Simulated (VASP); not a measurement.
# HF in VASP: notebook

HF is run at these levels: r2SCAN+D3(BJ); tasks: single point.

Program: VASP 6.6.1. These are calculated values, not measurements. Logs are shortened: lines on timing, memory, paths and dates and some standing lists are left out, and cuts for length are marked.

### Step 1. The cell of the first run

The cell holds a disordered packing, 16 atoms: a = 6.688 Å, b = 6.688 Å, c = 6.688 Å, α = 90.00°, β = 90.00°, γ = 90.00°.

### Step 2. Single point, r2SCAN+D3(BJ)

Contents of POSCAR:

```
HF
1.0
    6.6883740000      0.0000000000      0.0000000000
    0.0000000000      6.6883740000      0.0000000000
    0.0000000000      0.0000000000      6.6883740000
F H
8 8
Direct
    0.1425608078      0.2005420151      0.7043565447
    0.7661802405      0.1263685314      0.9048836085
    0.0020782331      0.7174688497      0.3505635301
    0.7864093724      0.6658270007      0.6457025280
    0.1035378703      0.9517111334      1.0588223685
    0.4949184959      0.3148896877      0.5447213329
    0.5011083411      0.9076496021      0.7318968706
    0.7369803184      0.2703646656      0.2494926271
    0.2739380304      0.2377707945      0.6618948043
    0.6620443175      0.0463191801      0.8479489933
    0.0157437368      0.8126489338      0.2436915161
    0.8784048260      0.6914386068      0.5442428907
    0.0306651512      1.0087504078      0.9577365141
    0.5703777929      0.2789317703      0.4258733139
    0.5842825177      0.7987890629      0.6868036985
    0.7617247480      0.2039658667      0.1263685314
```

Contents of INCAR.step1:

```
PREC = Accurate
ENCUT = 1110
ISMEAR = -1
SIGMA = 0.02
LREAL = Auto
LASPH = True
NELM = 120
NBANDS = 46
GGA = PE
ALGO = Normal
EDIFF = 1E-5
LWAVE = True
LCHARG = False
GGA_COMPAT = False
```

Contents of INCAR.step2:

```
PREC = Accurate
ENCUT = 1110
EDIFF = 1E-6
ISMEAR = -1
SIGMA = 0.02
LREAL = Auto
LASPH = True
NELM = 120
ALGO = Normal
ISIF = 2
LWAVE = False
LCHARG = False
METAGGA = R2SCAN
LMIXTAU = True
IVDW = 12
VDW_S6 = 1.0
VDW_S8 = 0.78981345
VDW_A1 = 0.49484001
VDW_A2 = 5.73083694
NBANDS = 46
ISTART = 1
GGA_COMPAT = False
```

Contents of KPOINTS:

```
Automatic mesh
0
Gamma
  1 1 1
```

Potentials or basis: VASP PAW PBE potentials, release 64 (F_h, H_h).

Run with:

```sh
$ cat potpaw_PBE.64/F_h/POTCAR potpaw_PBE.64/H_h/POTCAR > POTCAR
$ cp INCAR.step1 INCAR
$ mpirun -np 1 vasp_gam > vasp.out
$ cp INCAR.step2 INCAR
$ mpirun -np 1 vasp_gam > vasp.out
```

OUTCAR:

```text
PREC = Accurate
   ENCUT = 1110
   EDIFF = 1E-6
   ISMEAR = -1
   LREAL = Auto
   LASPH = True
   NELM = 120
   ISIF = 2
   METAGGA = R2SCAN
   IVDW = 12
   ISTART = 1
 IVDW          = 12

 ion  position               nearest neighbor table
   1  0.143  0.201  0.704-   9 0.96
   2  0.766  0.126  0.905-  10 0.96
   3  0.002  0.717  0.351-  11 0.96
   4  0.786  0.666  0.646-  12 0.93
   5  0.104  0.952  0.059-  13 0.92
   6  0.495  0.315  0.545-  14 0.97
[... 8 lines left out ...]
  15  0.584  0.799  0.687-   7 0.96
  16  0.762  0.204  0.126-   8 0.95

  LATTYP: Found a simple cubic cell.
 ALAT       =     6.6883740000

  Lattice vectors:

 A1 = (   6.6883740000,   0.0000000000,   0.0000000000)
 A2 = (   0.0000000000,   6.6883740000,   0.0000000000)
 A3 = (   0.0000000000,   0.0000000000,   6.6883740000)

Analysis of symmetry for initial positions (statically):
=====================================================================
 Subroutine PRICEL returns:
 Original cell was already a primitive cell.

 Routine SETGRP: Setting up the symmetry group for a
 simple cubic supercell.

 Subroutine GETGRP returns: Found  1 space group operations
 (whereof  1 operations were pure point group operations)
 out of a pool of 48 trial point group operations.

The static configuration has the point symmetry C_1 .

Analysis of symmetry for dynamics (positions and initial velocities):
=====================================================================
 Subroutine PRICEL returns:
 Original cell was already a primitive cell.

 Routine SETGRP: Setting up the symmetry group for a
 simple cubic supercell.

 Subroutine GETGRP returns: Found  1 space group operations
 (whereof  1 operations were pure point group operations)
 out of a pool of 48 trial point group operations.

The dynamic configuration has the point symmetry C_1 .

 Subroutine INISYM returns: Found  1 space group operations
 (whereof  1 operations are pure point group operations),
 and found     1 'primitive' translations

----------------------------------------------------------------------------------------

                                     Primitive cell

  volume of cell :     299.2000

  direct lattice vectors                    reciprocal lattice vectors
     6.688374000  0.000000000  0.000000000     0.149513170  0.000000000  0.000000000
     0.000000000  6.688374000  0.000000000     0.000000000  0.149513170  0.000000000
     0.000000000  0.000000000  6.688374000     0.000000000  0.000000000  0.149513170

  length of vectors
     6.688374000  6.688374000  6.688374000     0.149513170  0.149513170  0.149513170

  position of ions in fractional coordinates (direct lattice)
     0.142560808  0.200542015  0.704356545
     0.766180240  0.126368531  0.904883609
     0.002078233  0.717468850  0.350563530
     0.786409372  0.665827001  0.645702528
     0.103537870  0.951711133  0.058822369
     0.494918496  0.314889688  0.544721333
[... 8 lines left out ...]
     0.584282518  0.798789063  0.686803699
     0.761724748  0.203965867  0.126368531

  ion indices of the primitive-cell ions
   primitive index   ion index
                 1           1
                 2           2
                 3           3
                 4           4
                 5           5
                 6           6
[... 8 lines left out ...]
                15          15
                16          16

----------------------------------------------------------------------------------------

 KPOINTS: Automatic mesh

Automatic generation of k-mesh.
 Grid dimensions read from file:
 generate k-points for:    1    1    1

 Generating k-lattice:

  Cartesian coordinates                     Fractional coordinates (reciprocal lattice)
     0.149513170  0.000000000  0.000000000     1.000000000  0.000000000  0.000000000
     0.000000000  0.149513170  0.000000000     0.000000000  1.000000000  0.000000000
     0.000000000  0.000000000  0.149513170     0.000000000  0.000000000  1.000000000

  Length of vectors
     0.149513170  0.149513170  0.149513170

  Shift w.r.t. Gamma in fractional coordinates (k-lattice)
     0.000000000  0.000000000  0.000000000

 Subroutine IBZKPT returns following result:
 ===========================================

 Found      1 irreducible k-points:

 Following reciprocal coordinates:
            Coordinates               Weight
  0.000000  0.000000  0.000000      1.000000
   k-points           NKPTS =      1   k-points in BZ     NKDIM =      1   number of bands    NBANDS=     46
   number of dos      NEDOS =    301   number of ions     NIONS =     16
   total plane-waves  NPLWV = 512000
   dimension x,y,z NGX =    80 NGY =   80 NGZ =   80
   dimension x,y,z NGXF=   160 NGYF=  160 NGZF=  160
   ions per type =               8   8
   NGX,Y,Z   is equivalent  to a cutoff of  19.88, 19.88, 19.88 a.u.
   NGXF,Y,Z  is equivalent  to a cutoff of  39.77, 39.77, 39.77 a.u.
 SYSTEM =  unknown system
   PREC   = accura    normal or accurate (medium, high low for compatibility)
   ISTART =      1    job   : 0-new  1-cont  2-samecut
   ICHARG =      0    charge: 1-file 2-atom 10-const
   ISPIN  =      1    spin polarized calculation?
   LNONCOLLINEAR =      F non collinear calculations
   LSORBIT =      F    spin-orbit coupling
   LASPH  =      T    aspherical Exc in radial PAW
   ENCUT  = 1110.0 eV  81.58 Ry    9.03 a.u.  18.17 18.17 18.17*2*pi/ulx,y,z
   NELM   =    120;   NELMIN=  2; NELMDL=  0     # of ELM steps
   EDIFF  = 0.1E-05   stopping-criterion for ELM
   LREAL  =      T    real-space projection
   EDIFFG = 0.1E-04   stopping-criterion for IOM
   NSW    =      0    number of steps for IOM
   IBRION =     -1    ionic relax: 0-MD 1-quasi-New 2-CG
   NFREE  =      0    steps in history (QN), initial steepest desc. (CG)
   ISIF   =      2    stress and relaxation
   ISYM   =      2    0-nonsym 1-usesym 2-fastsym
   POTIM  = 0.5000    time-step for ionic-motion
   TEBEG  =    0.0;   TEEND  =   0.0 temperature during run
   PSTRESS=    0.0 pullay stress
   NELECT =      64.0000    total number of electrons
   NUPDOWN=      -1.0000    fix difference up-down
   EMIN   =  10.00;   EMAX   =-10.00  energy-range for DOS
   EFERMI =   0.00;   METHOD = LEGACY
   ISMEAR =    -1;   SIGMA  =   0.02  broadening in eV -4-tet -1-fermi 0-gaus
   EFERMI_NEDOS =   21; number of points for ismear=-14 and -15
   IALGO  =     38    algorithm
   IMIX   =      4    mixing-type and parameters
     AMIX     =   0.40;   BMIX     =  1.00
     AMIX_MAG =   1.60;   BMIX_MAG =  1.00
  volume/ion in A,a.u.               =      18.70       126.19
  Fermi-wavevector in a.u.,A,eV,Ry     =   0.979071  1.850176 13.042278  0.958580
  Thomas-Fermi vector in A             =   2.109896
   LORBIT       =      0    0 simple, 1 ext, 2 COOP (PROOUT), +10 PAW based schemes
   METAGGA = R2SCAN    functional components
   LHFCALC =     F    Hartree Fock is set to
   AEXX    =    0.0000 exact exchange contribution
   IVDW    =    12    specifies the selected vdW correction
   LEPSILON=     F    determine dielectric tensor
   LRPA    =     F    only Hartree local field effects (RPA)
 non-spin polarized calculation
  energy-cutoff  :     1110.00
  volume of cell :      299.20
 maximum number of plane-waves:     12635
 NGX is ok and might be reduce to    80
   NGX = 37   NGY = 37   NGZ = 37

 number of electron      64.0000001 magnetization

 Free energy of the ion-electron system (eV)
  ---------------------------------------------------
  ext. energy  EPLUGINS =         0.00000000
  ---------------------------------------------------
  free energy    TOTEN  =       -77.62845360 eV

  energy without entropy =      -77.62845360  energy(sigma->0) =      -77.62845360

 E-fermi :  -6.7572     XC(G=0):  -5.0026

 val. band max:       -7.3627219926   @ k =   0.0000   0.0000   0.0000
 cond. band min:       0.5322477788   @ k =   0.0000   0.0000   0.0000
 fundamental gap:      7.8949697714
 Fermi energy:        -6.7571776667

 k-point     1 :       0.0000    0.0000    0.0000
  band No.  band energies     occupation
      1     -30.7127      2.00000
      2     -30.4622      2.00000
      3     -30.1912      2.00000
      4     -29.9245      2.00000
      5     -29.7869      2.00000
      6     -29.5786      2.00000
[... 36 lines left out ...]
     43       6.8083      0.00000
     44       6.8820      0.00000
 [bands above 44 left out]

------------------------ aborting loop because EDIFF is reached ----------------------------------------

 Edisp (eV)   -0.13077

 E8    (eV) :    -0.0180

  FORCE on cell =-STRESS in cart. coord.  units (eV):
  Direction    XX          YY          ZZ          XY          YZ          ZX
  --------------------------------------------------------------------------------------
  -------------------------------------------------------------------------------------
  Total      -2.32310    -1.72514    -1.55181    -0.26477    -0.23990     1.09555
  in kB     -12.43988    -9.23791    -8.30976    -1.41780    -1.28465     5.86654
  external pressure =      -10.00 kB  Pullay stress =        0.00 kB

 VOLUME and BASIS-vectors are now :
 -----------------------------------------------------------------------------
  energy-cutoff  :     1110.00
  volume of cell :      299.20
      direct lattice vectors                 reciprocal lattice vectors
     6.688374000  0.000000000  0.000000000     0.149513170  0.000000000  0.000000000
     0.000000000  6.688374000  0.000000000     0.000000000  0.149513170  0.000000000
     0.000000000  0.000000000  6.688374000     0.000000000  0.000000000  0.149513170

 POSITION                                       TOTAL-FORCE (eV/Angst)
 -----------------------------------------------------------------------------------
      0.95350      1.34130      4.71100         0.904065      0.230495     -0.161978
      5.12450      0.84520      6.05220         0.084616     -0.243787     -0.011817
      0.01390      4.79870      2.34470         0.186365      0.491155     -0.715817
      5.25980      4.45330      4.31870        -0.761282     -0.067812      0.907255
      0.69250      6.36540      0.39343         0.463092     -0.559080      0.972447
      3.31020      2.10610      3.64330         0.510351     -0.339728     -0.916822
[... 8 lines left out ...]
      3.90790      5.34260      4.59360        -0.162189      0.446240      0.131405
      5.09470      1.36420      0.84520        -0.378327      0.198290      0.046396
 -----------------------------------------------------------------------------------
    total drift:                                0.000004     -0.004623     -0.001112

  FREE ENERGIE OF THE ION-ELECTRON SYSTEM (eV)
  ---------------------------------------------------
  free  energy   TOTEN  =       -77.7592203652 eV

  energy  without entropy=      -77.7592203652  energy(sigma->0) =      -77.75922037
```

It took 2.8 min on 1 thread of Intel Xeon 6975P-C (Granite Rapids), shared host; peak memory 1 GiB.

What came out:

```
Free energy                : -77.7592 eV
Pressure                   : -1.0 GPa
Largest force              : 1.214 eV/Å
Dispersion energy per atom : -0.008 eV
```

Forces on the atoms (eV/Å):
```
F    0.904  0.230 -0.162
F    0.085 -0.244 -0.012
F    0.186  0.491 -0.716
F   -0.761 -0.068  0.907
F    0.463 -0.559  0.972
F    0.510 -0.340 -0.917
F    0.668 -0.438 -0.010
F    0.130 -0.083  0.105
H   -0.864 -0.321  0.074
H   -0.202 -0.007 -0.183
H    0.076 -0.429  0.512
H    0.404  0.197 -0.796
H   -0.484  0.566 -0.944
H   -0.574  0.358  0.991
H   -0.162  0.446  0.131
H   -0.378  0.198  0.046
```

Stress tensor (GPa, compression positive):
```
-1.24 -0.14  0.59
-0.14 -0.92 -0.13
 0.59 -0.13 -0.83
```

Levels at points of the mesh, in eV from the Fermi level:
```
           k point  band 28  band 29  band 30  band 31  band 32  band 33  band 34  band 35  band 36  band 37
(0.00, 0.00, 0.00)    -1.53    -1.16    -1.12    -0.63    -0.61     7.29    10.51    10.75    10.83    10.99
```

Caveat: the k points lie up to 0.94 Å⁻¹ apart, too coarse for converged energies, forces and pressures; the PAW data sets were made with another functional, which shifts forces and pressure a little.

### Step 3. Single point, r2SCAN+D3(BJ)

Contents of POSCAR:

```
HF
1.0
    6.6883740000      0.0000000000      0.0000000000
    0.0000000000      6.6883740000      0.0000000000
    0.0000000000      0.0000000000      6.6883740000
F H
8 8
Direct
    0.1502009307      0.1946661476      0.7150766390
    0.7859159790      0.1230642904      0.8980508566
    0.0002840750      0.7207282368      0.3442241717
    0.7976677142      0.6650943862      0.6528343062
    0.0942381512      0.9695779572      1.0670455928
    0.5077467259      0.3037509565      0.5582074208
    0.5098100076      0.8855366043      0.7343488866
    0.7230755936      0.2878577065      0.2486104994
    0.2725625092      0.2061188564      0.6524007180
    0.6721514078      0.0723195204      0.8239072755
    0.0076999283      0.8160129801      0.2449324754
    0.8673558028      0.6852188589      0.5314445634
    0.1323789609      1.0241652156      0.9448036249
    0.5975443359      0.2990711943      0.4507822081
    0.6006542098      0.7760481097      0.6930982029
    0.7397014581      0.2445885951      0.1151251410
```

Contents of INCAR.step1:

```
SYSTEM = HF
PREC = Accurate
ENCUT = 1110
ISMEAR = -1
SIGMA = 0.02
LREAL = Auto
LASPH = .True.
NELM = 120
NBANDS = 46
GGA = PE
ALGO = Normal
EDIFF = 1E-5
LWAVE = .True.
LCHARG = .False.
GGA_COMPAT = .False.
```

Contents of INCAR.step2:

```
SYSTEM = HF
PREC = Accurate
ENCUT = 1110
EDIFF = 1E-6
ISMEAR = -1
SIGMA = 0.02
LREAL = Auto
LASPH = .True.
NELM = 120
ALGO = Normal
ISIF = 2
LWAVE = .False.
LCHARG = .False.
METAGGA = R2SCAN
LMIXTAU = .True.
IVDW = 12
VDW_S6 = 1.0
VDW_S8 = 0.78981345
VDW_A1 = 0.49484001
VDW_A2 = 5.73083694
NBANDS = 46
ISTART = 1
GGA_COMPAT = .False.
```

Contents of KPOINTS:

```
regular mesh
0
Gamma
  1 1 1
  0 0 0
```

Potentials or basis: VASP PAW PBE potentials, release 64 (F_h, H_h).

Run with:

```sh
$ cat potpaw_PBE.64/F_h/POTCAR potpaw_PBE.64/H_h/POTCAR > POTCAR
$ cp INCAR.step1 INCAR
$ mpirun -np 1 vasp_gam > vasp.out
$ cp INCAR.step2 INCAR
$ mpirun -np 1 vasp_gam > vasp.out
```

It took 5.7 min on 1 thread of Intel Xeon Platinum 8259CL at 2.50GHz (Skylake/Cascade Lake), shared host; peak memory 1 GiB.

It converged, with:

```
Free energy                : -77.7018 eV
Pressure                   : -0.7 GPa
Largest force              : 1.404 eV/Å
Dispersion energy per atom : -0.008 eV
```

Forces in eV/Å, atoms in the order of the input:
```
F   -0.477 -0.314  0.520
F   -1.303 -0.101 -0.481
F   -0.064 -0.770  0.690
F   -0.256 -0.178  0.223
F    0.247 -0.113  0.418
F   -0.226  0.010  0.458
F    0.844 -0.820 -0.315
F    0.202  0.141 -0.098
H    0.711  0.154 -0.422
H    0.822  0.113  0.536
H    0.151  0.695 -0.785
H    0.143  0.159 -0.235
H   -0.142  0.225 -0.469
H   -0.049 -0.133 -0.331
H   -0.612  1.194  0.416
H    0.009 -0.263 -0.125
```

Stress tensor (GPa, compression positive):
```
-0.63  0.00 -0.25
 0.00 -0.91 -0.60
-0.25 -0.60 -0.43
```

Levels at points of the mesh, in eV from the Fermi level:
```tsv
k point	band 29	band 30	band 31	band 32	band 33	band 34	band 35	band 36
(0.00, 0.00, 0.00)	-0.71	-0.68	-0.59	-0.54	7.91	11.09	11.30	11.60
```

Caveat: the k points lie up to 0.94 Å⁻¹ apart, too coarse for converged energies, forces and pressures; the PAW data sets were made with another functional, which shifts forces and pressure a little.
